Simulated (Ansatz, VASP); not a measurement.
**One calculation of ZnCrC4N4, two programs**

File INCAR:

```
SYSTEM = ZnCrC4N4
PREC = Accurate ; ENCUT = 520
EDIFF = 1E-6 ; ISMEAR = 0
SIGMA = 0.1 ; LREAL = .False.
LASPH = .True. ; NELM = 150
ALGO = Normal ; ISIF = 2
LWAVE = .False. ; LCHARG = .False.
ISPIN = 2 ; MAGMOM = 0 3 0 0 0 0 0 0 0 0
LORBIT = 11 ; LMAXMIX = 4
GGA = PE ; NBANDS = 45
```

Contents of KPOINTS:

```
regular mesh
0
Gamma
  4 4 4
  0 0 0
```

POSCAR

```
ZnCrC4N4
1.0
    5.9068706000      0.0000000000      0.0000000000
    0.0000000000      5.9068706000      0.0000000000
    0.0000000000      0.0000000000      5.9068706000
Zn Cr C N
1 1 4 4
Direct
    0.5000000000      0.5000000000      0.5000000000
    0.0000000000      0.0000000000      0.0000000000
    0.1894243000      0.1894243000      0.1894243000
    0.1894243000      0.8105757000      0.8105757000
    0.8105757000      0.1894243000      0.8105757000
    0.8105757000      0.8105757000      0.1894243000
    0.3037826200      0.3037826200      0.3037826200
    0.3037826200      0.6962173800      0.6962173800
    0.6962173800      0.3037826200      0.6962173800
    0.6962173800      0.6962173800      0.3037826200
```

Input for Ansatz:

```yaml
crystal:
  lattice:
    - [5.9068706, 0.0, 0.0]
    - [0.0, 5.9068706, 0.0]
    - [0.0, 0.0, 5.9068706]
  atoms:
    - { symbol: Zn, position: [0.5, 0.5, 0.5] }
    - { symbol: Cr, position: [0.0, 0.0, 0.0], spin: 3.0 }
    - { symbol: C, position: [0.1894243, 0.1894243, 0.1894243] }
    - { symbol: C, position: [0.1894243, 0.8105757, 0.8105757] }
    - { symbol: C, position: [0.8105757, 0.1894243, 0.8105757] }
    - { symbol: C, position: [0.8105757, 0.8105757, 0.1894243] }
    - { symbol: "N", position: [0.30378262, 0.30378262, 0.30378262] }
    - { symbol: "N", position: [0.30378262, 0.69621738, 0.69621738] }
    - { symbol: "N", position: [0.69621738, 0.30378262, 0.69621738] }
    - { symbol: "N", position: [0.69621738, 0.69621738, 0.30378262] }
basis:
  ecutwfc: 420
kpoints:
  mp_grid: { grid: [4, 4, 4] }
hamiltonian:
  xc: pbe
scf:
  occupations: { method: gaussian, width: 0.1 }
  lower_state_search: "off"
output:
  forces: true
  stress: true
  eigenvalues: true
  populations: true
magnetization:
  spin_polarized: true
```

Alike in both runs: task single point; functional PBE; k mesh 4 × 4 × 4; occupations gaussian, width 0.1 eV; collinear spin.

|  | VASP | Ansatz |
| --- | --- | --- |
| version | VASP 6.6.1 | Ansatz 0.2.0 |
| potentials or method | VASP PAW PBE potentials, release 64 (Zn, Cr_pv, C, N), cutoff 520 eV | scalar-relativistic, plane waves, PAW |
| valence electrons in the cell | 60 | 62 |

|  | VASP | Ansatz | Ansatz less VASP |
| --- | --- | --- | --- |
| gap on the k mesh at the Fermi level (eV) | none | none | - |
| pressure (GPa) | 2.2 | 1.8 | -0.44 |
| rms of the force components (eV/Å) | 0.436 | 0.443 | +0.0073 |
| net moment per atom (μB) | 0.40 | 0.40 | 0.000 |
| size of the moment on the site where the two differ most (μB) | 2.94 | 2.34 | -0.599 |

Site moments also hang on the region over which each program counts them. Atom by atom the forces differ by 0.179 eV/Å (rms over components). A gap of «none» marks a metal or a gap that the smearing closes. VASP's potentials hold 60 valence electrons a cell and Ansatz's 62, so a difference there can come from the potentials and not from the codes.

Noted on VASP's run: the standard files for N, O and F lose accuracy on very short bonds.
